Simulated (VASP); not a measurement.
# Ca (P4/mmm) in VASP: a series of runs

The runs below take Ca through single point, relaxation of cell and atoms, with PBE.

Program: VASP 6.6.1. These are calculated values, not measurements. Logs are shortened: lines on timing, memory, paths and dates and some standing lists are left out, and cuts for length are marked.

## Step 1: The cell of the first run

The structure is tetragonal, space group P4/mmm (No. 123). The conventional cell has a = 6.811 Å, b = 6.811 Å, c = 3.685 Å, α = 90.00°, β = 90.00°, γ = 90.00°. Ca (site symmetry 4/mmm) has 6 Ca at 3.41 to 3.69 Å within 4.5 Å. Within 4.5 Å of Ca (site symmetry mmm) lie 8 Ca at 3.41 to 3.87 Å. Ca (site symmetry 4/mmm) has 10 Ca at 3.69 to 3.87 Å within 4.8 Å.

## Step 2: Single point, PBE

Contents of INCAR:

```
SYSTEM = Ca
ALGO     = Normal         ! electronic algorithm
EDIFF    = 1E-7           ! SCF threshold, eV
ENCUT    = 520            ! plane-wave cutoff, eV
GGA      = PE             ! functional
ISIF     = 2              ! what is computed and relaxed
ISMEAR   = 0              ! smearing method
LASPH    = .TRUE.         ! aspherical terms in the spheres
LCHARG   = .FALSE.        ! write CHGCAR
LREAL    = .FALSE.        ! projectors in reciprocal space
LWAVE    = .FALSE.        ! write WAVECAR
NBANDS   = 28             ! bands
NELM     = 100            ! most SCF steps
PREC     = Accurate       ! precision mode
SIGMA    = 0.1            ! smearing width, eV
```

Contents of KPOINTS:

```
k-points
0
G
  8 8 12
  0 0 0
```

Contents of POSCAR:

```
Ca
1.0
    6.8113919387      0.0000000000      0.0000000000
    0.0000000000      6.8113919387      0.0000000000
    0.0000000000      0.0000000000      3.6851080023
Ca
4
Direct
    0.0000000000      0.0000000000      0.0000000000
    0.0000000000      0.5000000000      0.0000000000
    0.5000000000      0.0000000000      0.0000000000
    0.5000000000      0.5000000000      0.5000000000
```

Potentials or basis: VASP PAW PBE potentials, release 64 (Ca_sv).

Launch:

```bash
cat potpaw_PBE.64/Ca_sv/POTCAR > POTCAR
mpirun -np 1 vasp_std > vasp.out
```

OUTCAR:

```text
SYSTEM = Ca
   EDIFF = 1E-7
   ENCUT = 520
   GGA = PE
   ISIF = 2
   ISMEAR = 0
   LASPH = .TRUE.
   LREAL = .FALSE.
   NELM = 100
   PREC = Accurate

 ion  position               nearest neighbor table
   1  0.000  0.000  0.000-
   2  0.000  0.500  0.000-
   3  0.500  0.000  0.000-
   4  0.500  0.500  0.500-

  LATTYP: Found a simple tetragonal cell.
 ALAT       =     6.8113919387
 C/A-ratio  =     0.5410212825

  Lattice vectors:

 A1 = (   6.8113919387,   0.0000000000,   0.0000000000)
 A2 = (   0.0000000000,   6.8113919387,   0.0000000000)
 A3 = (   0.0000000000,   0.0000000000,   3.6851080023)

Analysis of symmetry for initial positions (statically):
=====================================================================
 Subroutine PRICEL returns:
 Original cell was already a primitive cell.

 Routine SETGRP: Setting up the symmetry group for a
 simple tetragonal supercell.

 Subroutine GETGRP returns: Found 16 space group operations
 (whereof 16 operations were pure point group operations)
 out of a pool of 16 trial point group operations.

The static configuration has the point symmetry D_4h.

Analysis of symmetry for dynamics (positions and initial velocities):
=====================================================================
 Subroutine PRICEL returns:
 Original cell was already a primitive cell.

 Routine SETGRP: Setting up the symmetry group for a
 simple tetragonal supercell.

 Subroutine GETGRP returns: Found 16 space group operations
 (whereof 16 operations were pure point group operations)
 out of a pool of 16 trial point group operations.

The dynamic configuration has the point symmetry D_4h.

 Subroutine INISYM returns: Found 16 space group operations
 (whereof 16 operations are pure point group operations),
 and found     1 'primitive' translations

----------------------------------------------------------------------------------------

                                     Primitive cell

  volume of cell :     170.9708

  direct lattice vectors                    reciprocal lattice vectors
     6.811391939  0.000000000  0.000000000     0.146812870  0.000000000  0.000000000
     0.000000000  6.811391939  0.000000000     0.000000000  0.146812870  0.000000000
     0.000000000  0.000000000  3.685108002     0.000000000  0.000000000  0.271362467

  length of vectors
[... 80 lines left out ...]
   ISPIN  =      1    spin polarized calculation?
   LNONCOLLINEAR =      F non collinear calculations
   LSORBIT =      F    spin-orbit coupling
   LASPH  =      T    aspherical Exc in radial PAW
   ENCUT  =  520.0 eV  38.22 Ry    6.18 a.u.  12.66 12.66  6.85*2*pi/ulx,y,z
   NELM   =    100;   NELMIN=  2; NELMDL= -5     # of ELM steps
   EDIFF  = 0.1E-06   stopping-criterion for ELM
   LREAL  =      F    real-space projection
   EDIFFG = 0.1E-05   stopping-criterion for IOM
   NSW    =      0    number of steps for IOM
   IBRION =     -1    ionic relax: 0-MD 1-quasi-New 2-CG
   NFREE  =      0    steps in history (QN), initial steepest desc. (CG)
   ISIF   =      2    stress and relaxation
   ISYM   =      2    0-nonsym 1-usesym 2-fastsym
   POTIM  = 0.5000    time-step for ionic-motion
   TEBEG  =    0.0;   TEEND  =   0.0 temperature during run
   PSTRESS=    0.0 pullay stress
   NELECT =      40.0000    total number of electrons
   NUPDOWN=      -1.0000    fix difference up-down
   EMIN   =  10.00;   EMAX   =-10.00  energy-range for DOS
   EFERMI =   0.00;   METHOD = LEGACY
   ISMEAR =     0;   SIGMA  =   0.10  broadening in eV -4-tet -1-fermi 0-gaus
   EFERMI_NEDOS =   21; number of points for ismear=-14 and -15
   IALGO  =     38    algorithm
   IMIX   =      4    mixing-type and parameters
     AMIX     =   0.40;   BMIX     =  1.00
     AMIX_MAG =   1.60;   BMIX_MAG =  1.00
  volume/ion in A,a.u.               =      42.74       288.44
  Fermi-wavevector in a.u.,A,eV,Ry     =   1.008759  1.906278 13.845222  1.017595
  Thomas-Fermi vector in A             =   2.141646
   LORBIT       =      0    0 simple, 1 ext, 2 COOP (PROOUT), +10 PAW based schemes
   GGA     = PE    functional components
   LHFCALC =     F    Hartree Fock is set to
   AEXX    =    0.0000 exact exchange contribution
   IVDW    =     0    specifies the selected vdW correction
   LEPSILON=     F    determine dielectric tensor
   LRPA    =     F    only Hartree local field effects (RPA)
 non-spin polarized calculation
 Gauss-broadening in eV      SIGMA  =   0.10
  energy-cutoff  :      520.00
  volume of cell :      170.97
 maximum number of plane-waves:      4636
 NGX is ok and might be reduce to    54
   NGX = 25   NGY = 25   NGZ = 13

 number of electron      39.9999993 magnetization

 Free energy of the ion-electron system (eV)
  ---------------------------------------------------
  ext. energy  EPLUGINS =         0.00000000
  ---------------------------------------------------
  free energy    TOTEN  =        -6.73339800 eV

  energy without entropy =       -6.70911861  energy(sigma->0) =       -6.72125831

 E-fermi :   1.8194     XC(G=0):  -7.6804

 val. band max:        1.8151302161   @ k =   0.1250   0.1250   0.0833
 cond. band min:       1.8201099507   @ k =   0.5000   0.0000   0.3333
 fundamental gap:      0.0049797345
 Fermi energy:         1.8194099712

 k-point     1 :       0.0000    0.0000    0.0000
  band No.  band energies     occupation
      1     -40.3305      2.00000
      2     -40.2484      2.00000
      3     -40.2467      2.00000
      4     -40.2207      2.00000
      5     -21.4507      2.00000
      6     -21.4507      2.00000
[... 733 lines left out ...]
     27       3.8108      0.00000
     28       4.0233      0.00000

 [... further k-points ...]
[... 5 lines left out ...]
  --------------------------------------------------------------------------------------
  -------------------------------------------------------------------------------------
  Total        0.0435920      0.0435920      0.0541711      0.0000000     -0.0000000      0.0000000
  in kB        0.4085035      0.4085035      0.5076410      0.0000000     -0.0000000      0.0000000
  external PRESSURE =       0.4415493 kB  Pullay stress =       0.0000000 kB

 VOLUME and BASIS-vectors are now :
 -----------------------------------------------------------------------------
  energy-cutoff  :      520.00
  volume of cell :      170.97
      direct lattice vectors                 reciprocal lattice vectors
     6.811391939  0.000000000  0.000000000     0.146812870  0.000000000  0.000000000
     0.000000000  6.811391939  0.000000000     0.000000000  0.146812870  0.000000000
     0.000000000  0.000000000  3.685108002     0.000000000  0.000000000  0.271362467

 POSITION                                       TOTAL-FORCE (eV/Angst)
 -----------------------------------------------------------------------------------
      0.00000      0.00000      0.00000         0.000000      0.000000      0.000000
      0.00000      3.40570      0.00000         0.000000      0.000000      0.000000
      3.40570      0.00000      0.00000         0.000000      0.000000      0.000000
      3.40570      3.40570      1.84255         0.000000      0.000000      0.000000
 -----------------------------------------------------------------------------------
    total drift:                                0.000000     -0.000000      0.000000

  FREE ENERGIE OF THE ION-ELECTRON SYSTEM (eV)
  ---------------------------------------------------
  free  energy   TOTEN  =        -6.7333980032 eV

  energy  without entropy=       -6.7091186071  energy(sigma->0) =       -6.72125831
```

Wall time 4.3 min (1 thread of Intel Xeon 6975P-C (Granite Rapids), shared host); peak memory 0.51 GiB.

Results:

```yaml
Free_energy: -6.7334 eV
Pressure: 0.0 GPa
Band_gap_on_the_k_mesh: zero (band 20 reaches 2.06 eV, above the bottom of band 21 at 1.44 eV)
```

## Step 3: Relaxation of cell and atoms, PBE

This run uses another cell than the first one, of 44.39 Å³/atom, 1.039 times its volume.

Contents of INCAR:

```
SYSTEM = Ca
PREC = Accurate
ENCUT = 600
EDIFF = 1E-6
ISMEAR = 0
SIGMA = 0.1
LREAL = .False.
LASPH = .True.
NELM = 100
ALGO = Normal
ISIF = 3
LWAVE = .False.
LCHARG = .False.
GGA = PE
IBRION = 2
NSW = 100
EDIFFG = -0.01
```

Contents of KPOINTS:

```
regular mesh
0
Gamma
  6 6 14
  0 0 0
```

Contents of POSCAR:

```
Ca
1.0
    7.2439082100      0.0000000000      0.0000000000
    0.0000000000      7.2439082100      0.0000000000
    0.0000000000      0.0000000000      3.3840612000
Ca
4
Direct
    0.0000000000      0.0000000000      0.0000000000
    0.0000000000      0.5000000000      0.0000000000
    0.5000000000      0.0000000000      0.0000000000
    0.5000000000      0.5000000000      0.5000000000
```

Potentials or basis: VASP PAW PBE potentials, release 64 (Ca_sv).

Launch:

```bash
cat potpaw_PBE.64/Ca_sv/POTCAR > POTCAR
mpirun -np 1 vasp_std > vasp.out
```

OUTCAR:

```text
SYSTEM = Ca
   PREC = Accurate
   ENCUT = 600
   EDIFF = 1E-6
   ISMEAR = 0
   LREAL = .False.
   LASPH = .True.
   NELM = 100
   ISIF = 3
   GGA = PE
   IBRION = 2
   NSW = 100
   EDIFFG = -0.01

 ion  position               nearest neighbor table
   1  0.000  0.000  0.000-
   2  0.000  0.500  0.000-
   3  0.500  0.000  0.000-
   4  0.500  0.500  0.500-

  LATTYP: Found a simple tetragonal cell.
 ALAT       =     7.2439082100
 C/A-ratio  =     0.4671595915

  Lattice vectors:
[... 194 lines left out ...]
  in kB      -21.4340551    -21.4340551     43.6115940      0.0000000      0.0000000      0.0000000
  external PRESSURE =       0.2478279 kB  Pullay stress =       0.0000000 kB
[... 253 lines left out ...]
--------------------------------------- Ionic step        8  -------------------------------------------

 number of electron      39.9999991 magnetization

 Free energy of the ion-electron system (eV)
  ---------------------------------------------------
  ext. energy  EPLUGINS =         0.00000000
  ---------------------------------------------------
  free energy    TOTEN  =        -6.73854551 eV

  energy without entropy =       -6.71836338  energy(sigma->0) =       -6.72845445

 E-fermi :   1.8229     XC(G=0):  -7.6739

 val. band max:        1.8152827973   @ k =   0.3333   0.1667   0.5000
 cond. band min:       1.8272778860   @ k =   0.5000   0.0000   0.3571
 fundamental gap:      0.0119950887
 Fermi energy:         1.8229150610

 k-point     1 :       0.0000    0.0000    0.0000
  band No.  band energies     occupation
      1     -40.3363      2.00000
      2     -40.2581      2.00000
      3     -40.2564      2.00000
      4     -40.2324      2.00000
      5     -21.4571      2.00000
      6     -21.4571      2.00000
[... 637 lines left out ...]
     23       2.8657      0.00000
     24       2.9692      0.00000

 [... further k-points ...]
[... 5 lines left out ...]
  --------------------------------------------------------------------------------------
  -------------------------------------------------------------------------------------
  Total        0.0151849      0.0151849     -0.0130359      0.0000000     -0.0000000      0.0000000
  in kB        0.1420224      0.1420224     -0.1219228      0.0000000     -0.0000000      0.0000000
  external PRESSURE =       0.0540407 kB  Pullay stress =       0.0000000 kB
[... 19 lines left out ...]
  FREE ENERGIE OF THE ION-ELECTRON SYSTEM (eV)
  ---------------------------------------------------
  free  energy   TOTEN  =        -6.7385455149 eV

  energy  without entropy=       -6.7183633812  energy(sigma->0) =       -6.72845445

 reached required accuracy - stopping structural energy minimisation
```

OSZICAR:

```text
N       E                     dE             d eps       ncg     rms          rms(c)
DAV:   1     0.417375532016E+03    0.41738E+03   -0.20894E+04  3864   0.167E+03
DAV:   2     0.182319744929E+02   -0.39914E+03   -0.39757E+03  3976   0.464E+02
[... 77 lines left out ...]
DAV:   1    -0.673903291989E+01   -0.57021E-03   -0.30383E-02  3952   0.139E+00    0.123E-01
DAV:   2    -0.673869930665E+01    0.33361E-03   -0.57631E-04  4920   0.203E-01    0.722E-02
DAV:   3    -0.673854074684E+01    0.15856E-03   -0.48540E-04  5024   0.148E-01    0.107E-02
DAV:   4    -0.673854220571E+01   -0.14589E-05   -0.28930E-05  5240   0.369E-02    0.102E-02
DAV:   5    -0.673854328352E+01   -0.10778E-05   -0.93939E-07  3568   0.829E-03    0.684E-03
DAV:   6    -0.673854571111E+01   -0.24276E-05   -0.23213E-06  3464   0.145E-02    0.173E-03
DAV:   7    -0.673854551486E+01    0.19626E-06   -0.22377E-07  2808   0.448E-03
   8 F= -.67385455E+01 E0= -.67284544E+01  d E =-.821523E-04
```

CONTCAR:

```text
Ca
   1.00000000000000
     6.8154736338172572    0.0000000000000000    0.0000000000000000
     0.0000000000000000    6.8154736338172572    0.0000000000000000
     0.0000000000000000    0.0000000000000000    3.6878553049266523
  Ca
     4
Direct
     0.0000000000000000    0.0000000000000000    0.0000000000000000
     0.0000000000000000    0.5000000000000000    0.0000000000000000
     0.5000000000000000    0.0000000000000000    0.0000000000000000
     0.5000000000000000    0.5000000000000000    0.5000000000000000

  0.00000000E+00  0.00000000E+00  0.00000000E+00
  0.00000000E+00  0.00000000E+00  0.00000000E+00
  0.00000000E+00  0.00000000E+00  0.00000000E+00
  0.00000000E+00  0.00000000E+00  0.00000000E+00
```

Run time: 19 min. Hardware: 1 thread of AMD EPYC 9R45 (Zen 5), shared host; peak memory 0.51 GiB.

Results:

* Free energy: -6.7385 eV
* Relaxed volume: 42.83 Å³/atom
* Relaxed cell: a = 6.815 Å, b = 6.815 Å, c = 3.688 Å, α = 90.00°, β = 90.00°, γ = 90.00°
* Space group after relaxing (to 0.05 Å): P4/mmm (No. 123)
* Energy gained by relaxing: 86.9 meV/atom
* Ionic steps: 8
* Pressure after relaxing: 0.0 GPa
* Band gap on the k mesh: zero (band 20 reaches 2.06 eV, above the bottom of band 21 at 1.43 eV)

The path:
```
step  energy change (eV)  largest force (eV/Å)  pressure (GPa)  volume (Å³)
   1              0.0000                0.0000            0.02       177.58
   2             -0.2810                0.0000           -0.33       177.31
   3             -0.3411                0.0000           -0.37       176.65
   4             -0.3415                0.0000           -0.37       176.60
   5             -0.3464                0.0000           -0.17       173.65
   6             -0.3475                0.0000           -0.01       171.47
   7             -0.3475                0.0000            0.00       171.37
   8             -0.3476                0.0000            0.01       171.30
```

Final structure:
```
CELL_PARAMETERS angstrom
6.81547 0.00000 0.00000
0.00000 6.81547 0.00000
0.00000 0.00000 3.68786
ATOMIC_POSITIONS crystal
Ca 0.00000 0.00000 0.00000
Ca 0.00000 0.50000 0.00000
Ca 0.50000 0.00000 0.00000
Ca 0.50000 0.50000 0.50000
```
